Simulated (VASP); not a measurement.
# Li (Fd-3m) in VASP: notebook, part 2 of 2

VASP 6.6.1. Earlier steps stand in the parts before.

## (5) Single point, r2SCAN (volume scaled by 1.12)

Input file POSCAR:

```
Li
1.0
    0.0000000000      3.0832100616      3.0832100616
    3.0832100616      0.0000000000      3.0832100616
    3.0832100616      3.0832100616      0.0000000000
Li
2
Direct
    0.1250000000      0.1250000000      0.1250000000
    0.8750000000      0.8750000000      0.8750000000
```

Input file INCAR.step1:

```
PREC     = Accurate       # precision mode
ENCUT    = 520            # plane-wave cutoff, eV
ISMEAR   = -1             # smearing method
SIGMA    = 0.1            # smearing width, eV
LREAL    = F              # projectors in reciprocal space
LASPH    = T              # aspherical terms in the spheres
NELM     = 80             # most SCF steps
NBANDS   = 10             # bands
GGA      = PE             # functional
ALGO     = Normal         # electronic algorithm
EDIFF    = 1E-4           # SCF threshold, eV
LWAVE    = T              # write WAVECAR
LCHARG   = F              # write CHGCAR
```

Input file INCAR.step2:

```
PREC     = Accurate       # precision mode
ENCUT    = 520            # plane-wave cutoff, eV
EDIFF    = 1E-6           # SCF threshold, eV
ISMEAR   = -1             # smearing method
SIGMA    = 0.1            # smearing width, eV
LREAL    = F              # projectors in reciprocal space
LASPH    = T              # aspherical terms in the spheres
NELM     = 80             # most SCF steps
ALGO     = Normal         # electronic algorithm
ISIF     = 2              # what is computed and relaxed
LWAVE    = F              # write WAVECAR
LCHARG   = F              # write CHGCAR
METAGGA  = R2SCAN         # meta-GGA
LMIXTAU  = T            
NBANDS   = 10             # bands
ISTART   = 1
```

Input file KPOINTS:

```
regular mesh
0
Gamma
  10 10 10
```

On the command line:

```console
cat potpaw_PBE.64/Li_sv/POTCAR > POTCAR
cp INCAR.step1 INCAR
mpirun -np 1 vasp_std > vasp.out
cp INCAR.step2 INCAR
mpirun -np 1 vasp_std > vasp.out
```

Run time: 84 s. Hardware: 1 thread of Intel Xeon 6975P-C (Granite Rapids), shared host; peak memory 0.17 GiB.

The run converged. Its results:

```yaml
Free_energy: -3.7098 eV
Band_gap_on_the_k_mesh: zero (band 3 reaches 0.44 eV, above the bottom of band 4 at -0.48 eV)
```

Levels at points of the mesh, in eV from the Fermi level:
```
           k point  band 1  band 2  band 3  band 4  band 5  band 6
(0.00, 0.00, 0.00)  -49.58  -49.53   -3.43    5.72    5.72    5.72
(0.50, 0.00, 0.00)  -49.56  -49.54   -1.19   -0.38    4.36    4.36
(0.50, 0.50, 0.00)  -49.55  -49.55    0.10    0.10    2.35    2.35
```

Caveat: the cell differs from its parent crystal (volume scaled by 1.12); the cutoff is under 1.25 times the usual one of these potentials, so pressure, stress and relaxed cells hold a basis-set (Pulay) error; the PAW data sets were made with another functional, which shifts forces and pressure a little.

## (6) Single point, r2SCAN

Input file POSCAR:

```
Li
1.0
    0.0000000000      2.9689105092      2.9689105092
    2.9689105092      0.0000000000      2.9689105092
    2.9689105092      2.9689105092      0.0000000000
Li
2
Direct
    0.1250000000      0.1250000000      0.1250000000
    0.8750000000      0.8750000000      0.8750000000
```

Input file INCAR.step1:

```
SYSTEM = Li
ALGO     = Normal         ! electronic algorithm
EDIFF    = 1E-4           ! SCF threshold, eV
ENCUT    = 520            ! plane-wave cutoff, eV
GGA      = PE             ! functional
ISMEAR   = -1             ! smearing method
LASPH    = .True.         ! aspherical terms in the spheres
LCHARG   = .False.        ! write CHGCAR
LREAL    = .False.        ! projectors in reciprocal space
LWAVE    = .True.         ! write WAVECAR
NBANDS   = 10             ! bands
NELM     = 60             ! most SCF steps
PREC     = Accurate       ! precision mode
SIGMA    = 0.1            ! smearing width, eV
```

Input file INCAR.step2:

```
SYSTEM = Li
ALGO     = Normal         ! electronic algorithm
EDIFF    = 1E-7           ! SCF threshold, eV
ENCUT    = 520            ! plane-wave cutoff, eV
ISIF     = 2              ! what is computed and relaxed
ISMEAR   = -1             ! smearing method
ISTART   = 1            
LASPH    = .True.         ! aspherical terms in the spheres
LCHARG   = .False.        ! write CHGCAR
LMIXTAU  = .True.       
LREAL    = .False.        ! projectors in reciprocal space
LWAVE    = .False.        ! write WAVECAR
METAGGA  = R2SCAN         ! meta-GGA
NBANDS   = 10             ! bands
NELM     = 60             ! most SCF steps
PREC     = Accurate       ! precision mode
SIGMA    = 0.1            ! smearing width, eV
```

Input file KPOINTS:

```
k-points
0
Gamma
  15 15 15
  0 0 0
```

Potentials or basis: VASP PAW PBE potentials, release 64 (Li_sv).

On the command line:

```console
cat potpaw_PBE.64/Li_sv/POTCAR > POTCAR
cp INCAR.step1 INCAR
mpirun -np 1 vasp_std > vasp.out
cp INCAR.step2 INCAR
mpirun -np 1 vasp_std > vasp.out
```

Wall time 3.9 min (1 thread of Intel Xeon 6975P-C (Granite Rapids), shared host); peak memory 0.19 GiB.

Results (log left out):

```yaml
Free_energy: -3.7234 eV
Band_gap_on_the_k_mesh: zero (band 3 reaches 0.55 eV, above the bottom of band 4 at -0.03 eV)
```

Levels at points of the mesh, in eV from the Fermi level:
```csv
k point,band 1,band 2,band 3,band 4,band 5,band 6,band 7
"(0.00, 0.00, 0.00)",-49.57,-49.50,-3.63,6.12,6.12,6.12,7.18
```

Caveat: the cutoff is under 1.25 times the usual one of these potentials, so pressure, stress and relaxed cells hold a basis-set (Pulay) error; the PAW data sets were made with another functional, which shifts forces and pressure a little.

## (7) Relaxation of cell and atoms, r2SCAN

This run uses another cell than the first one, of 29.17 Å³/atom, 1.115 times its volume.

Input file POSCAR:

```
Li
1.0
    0.0000000000      3.0783766346      3.0783766346
    3.0783766346      0.0000000000      3.0783766346
    3.0783766346      3.0783766346      0.0000000000
Li
2
Direct
    0.1250000000      0.1250000000      0.1250000000
    0.8750000000      0.8750000000      0.8750000000
```

Input file INCAR.step1:

```
PREC = Accurate
ENCUT = 600
ISMEAR = -1
SIGMA = 0.1
LREAL = False
LASPH = True
NELM = 100
GGA = PE
ALGO = Normal
EDIFF = 1E-4
LWAVE = True
LCHARG = False
```

Input file INCAR.step2:

```
PREC = Accurate
ENCUT = 600
EDIFF = 1E-6
ISMEAR = -1
SIGMA = 0.1
LREAL = False
LASPH = True
NELM = 100
ALGO = Normal
ISIF = 3
LWAVE = False
LCHARG = False
METAGGA = R2SCAN
LMIXTAU = True
IBRION = 2
NSW = 80
EDIFFG = -0.01
ISTART = 1
```

Input file KPOINTS:

```
regular mesh
0
Gamma
  9 9 9
```

On the command line:

```console
cat potpaw_PBE.64/Li_sv/POTCAR > POTCAR
cp INCAR.step1 INCAR
mpirun -np 1 vasp_std > vasp.out
cp INCAR.step2 INCAR
mpirun -np 1 vasp_std > vasp.out
```

Run time: 8.1 min. Hardware: 1 thread of Intel Xeon 6975P-C (Granite Rapids), shared host; peak memory 0.21 GiB.

The run converged. Its results:

| Item | Value |
| --- | --- |
| Free energy | -3.7320 eV |
| Relaxed volume | 24.07 Å³/atom |
| Relaxed cell | a = 4.083 Å, b = 4.083 Å, c = 4.083 Å, α = 60.00°, β = 60.00°, γ = 60.00° |
| Space group after relaxing (to 0.05 Å) | Fd-3m (No. 227) |
| Energy gained by relaxing | 8.7 meV/atom |
| Ionic steps | 6 |
| Pressure after relaxing | 0.0 GPa |
| Band gap on the k mesh | zero (band 3 reaches 0.67 eV, above the bottom of band 4 at 0.36 eV) |

The path:
| step | energy change (eV) | largest force (eV/Å) | pressure (GPa) | volume (Å³) |
| --- | --- | --- | --- | --- |
| 1 | 0.0000 | 0.0000 | -0.68 | 58.34 |
| 2 | -0.0037 | 0.0000 | -0.52 | 57.31 |
| 3 | -0.0142 | 0.0000 | -0.50 | 54.27 |
| 4 | -0.0175 | 0.0000 | -0.08 | 48.52 |
| 5 | -0.0168 | 0.0000 | 0.11 | 47.61 |
| 6 | -0.0175 | 0.0000 | -0.02 | 48.13 |

Final structure:
```
Li
1.0
     0.00000    2.88714    2.88714
     2.88714    0.00000    2.88714
     2.88714    2.88714    0.00000
Li
2
Cartesian
  0.7218 0.7218 0.7218
  5.0525 5.0525 5.0525
```

Levels at points of the mesh, in eV from the Fermi level:
```csv
k point,band 1,band 2,band 3,band 4,band 5,band 6,band 7
"(0.00, 0.00, 0.00)",-49.57,-49.48,-3.83,6.41,6.41,6.41,7.47
```

Caveat: the cutoff is under 1.25 times the usual one of these potentials, so pressure, stress and relaxed cells hold a basis-set (Pulay) error; the volume moved by over 15 % at a fixed basis, so the end points are rough; the PAW data sets were made with another functional, which shifts forces and pressure a little.

## (8) Summary

```csv
task,cell,k mesh,cutoff (eV),gap on the mesh (eV)
single point,"a = 4.199 Å, angles 60.0°, 2 atoms",10 × 10 × 10,520,none
single point,"a = 4.254 Å, angles 60.0°, 2 atoms",10 × 10 × 10,520,none
single point,"a = 4.308 Å, angles 60.0°, 2 atoms",10 × 10 × 10,520,none
single point,"a = 4.360 Å, angles 60.0°, 2 atoms",10 × 10 × 10,520,none
single point,"a = 4.199 Å, angles 60.0°, 2 atoms",15 × 15 × 15,520,none
relaxation of cell and atoms,"relaxed from a = 4.353 Å, angles 60.0°, 2 atoms",9 × 9 × 9,600,none
```

Alike in all rows: level r2SCAN; potentials or basis VASP PAW PBE potentials, release 64 (Li_sv); no spin polarisation; smearing fermi-dirac 0.1 eV.

Caveats: the cutoff is under 1.25 times the usual one of these potentials, so pressure, stress and relaxed cells hold a basis-set (Pulay) error; the PAW data sets were made with another functional, which shifts forces and pressure a little; the volume moved by over 15 % at a fixed basis, so the end points are rough (some runs).

Total energies depend on the potentials used, so only differences within one code and one set of settings carry meaning.
